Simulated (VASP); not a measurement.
Here is a VASP 6.6.1 calculation.

The input INCAR:

```
  PREC = Accurate
  ENCUT = 520
  EDIFF = 1E-7
  ISMEAR = 0
  SIGMA = 0.1
  LREAL = False
  LASPH = True
  NELM = 100
  ALGO = Fast
  ISIF = 2
  LWAVE = False
  LCHARG = False
  GGA = PE
  IVDW = 12
  NBANDS = 10
```

File KPOINTS:

```
Automatic mesh
0
Gamma
  18 18 18
```

File POSCAR:

```
Ir
1.0
    0.0000000000      1.9202733798      1.9202733798
    1.9202733798      0.0000000000      1.9202733798
    1.9202733798      1.9202733798      0.0000000000
Ir
1
Direct
    0.0000000000      0.0000000000      0.0000000000
```

Potentials or basis: VASP PAW PBE potentials, release 64 (Ir).

Run with:

```sh
$ cat potpaw_PBE.64/Ir/POTCAR > POTCAR
$ mpirun -np 1 vasp_std > vasp.out
```

(1) Predict the dispersion energy per atom.

(2) What does it give for the pressure?

Answers

(1) -0.734 eV.

(2) 0.6 GPa.

Caveat: pairwise dispersion overbinds metals, which lowers pressure and volume.
